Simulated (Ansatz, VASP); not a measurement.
Os: VASP beside Ansatz

```
CELL_PARAMETERS angstrom
0.00000 1.94500 1.94500
1.94500 0.00000 1.94500
1.94500 1.94500 0.00000
ATOMIC_POSITIONS crystal
Os 0.00000 0.00000 0.00000
```

Alike in both runs: functional PBE-based screened hybrid with a share of 0.25 of exact exchange and HFSCREEN = 0.3; k mesh 7 × 7 × 7; no spin polarisation.

```csv
,VASP,Ansatz
version,VASP 6.6.1,Ansatz 0.2.0
potentials or method,"VASP PAW PBE potentials, release 64 (Os)",PseudoDojo standard (PBE files)
plane-wave cutoff (eV),520,1007
occupations,"methfessel-paxton of order 1, width 0.15 eV","cold, width 0.15 eV"
valence electrons in the cell,8,16
task,single point,atomic charges
```

Ansatz gave:

| Quantity | Value |
| --- | --- |
| gap on the k mesh at the Fermi level (eV) | none |
| pressure (GPa) | -18.9 |

Q: Which values does VASP return?

A: gap on the k mesh at the Fermi level (eV): none; pressure (GPa): -20.2.

VASP's potentials were made for PBE, not for PBE-based screened hybrid. A gap of «none» marks a metal or a gap that the smearing closes. VASP's potentials hold 8 valence electrons a cell and Ansatz's 16, so a difference there can come from the potentials and not from the codes.

The k mesh is coarse, so the values compare programs but aren't converged. Neither program's run includes spin-orbit coupling.
